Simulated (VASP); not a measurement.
The system is B7P.

```
B P
1.0
     3.76379    0.00000    0.00000
    -1.88189    3.25954    0.00000
     0.00000    0.00000    6.01771
B P
7 1
Cartesian
  1.8819 0.0000 0.0000
  -0.9409 1.6298 0.0000
  0.9409 1.6298 0.0000
  1.8819 0.0000 3.0089
  -0.9409 1.6298 3.0089
  0.9409 1.6298 3.0089
  0.0000 0.0000 3.0089
  0.0000 0.0000 0.0000
```

The cell was built from a structure type or drawn by symmetry, and may not be a known phase.

* Program: VASP 6.6.1
* Task: relaxation of cell and atoms
* Functional: PBE
* Potentials or basis: VASP PAW PBE potentials, release 64 (B_h, P)
* Cutoff: 910 eV
* k mesh: 6 × 6 × 4
* Occupations: gaussian, width 0.1 eV
* Spin: no spin polarisation

At the start: pressure -7.3 GPa; volume 9.23 Å³/atom.

Question: How do energy, volume and symmetry change on relaxing?

Answer: Over 12 steps the energy falls by 39.4 meV/atom and the volume is 10.45 Å³/atom (+13.3 %); space group P6/mmm (No. 191, to 0.1 Å) before and after.

Step by step:
```
step  energy change (eV)  largest force (eV/Å)  pressure (GPa)  volume (Å³)
   1              0.0000                0.0000           -7.28        73.83
   2             -0.1001                0.0000            6.90        69.40
   3             -0.1277                0.0000            1.49        70.77
   4             -0.1278                0.0000            1.76        70.69
   5             -0.1536                0.0000            1.86        71.35
   6             -0.2232                0.0000            2.40        73.31
   7             -0.2495                0.0000            5.53        77.12
   8             -0.2618                0.0000            4.83        77.72
   9             -0.2916                0.0000            2.87        79.51
  10             -0.3140                0.0000           -0.49        83.15
  11             -0.3145                0.0000           -0.40        83.32
  12             -0.3151                0.0000           -0.25        83.63
```

Final structure:
```xyz
8
Lattice="3.6651 0.0000 0.0000 -1.8326 3.1741 0.0000 0.0000 0.0000 7.1888" Properties=species:S:1:pos:R:3 pbc="T T T"
B     1.8326    0.0000    7.1888
B     2.7488    1.5870    0.0000
B     0.9163    1.5870    7.1888
B     1.8326    0.0000    3.5944
B    -0.9163    1.5870    3.5944
B     0.9163    1.5870    3.5944
B     0.0000    0.0000    3.5944
P     0.0000    0.0000    7.1888
```

Caveat: a cell axis changed by over 15 % at a fixed basis, so the end point is rough; this functional lacks dispersion, which binds the layers, so the pressure and a relaxed spacing across them are unreliable.
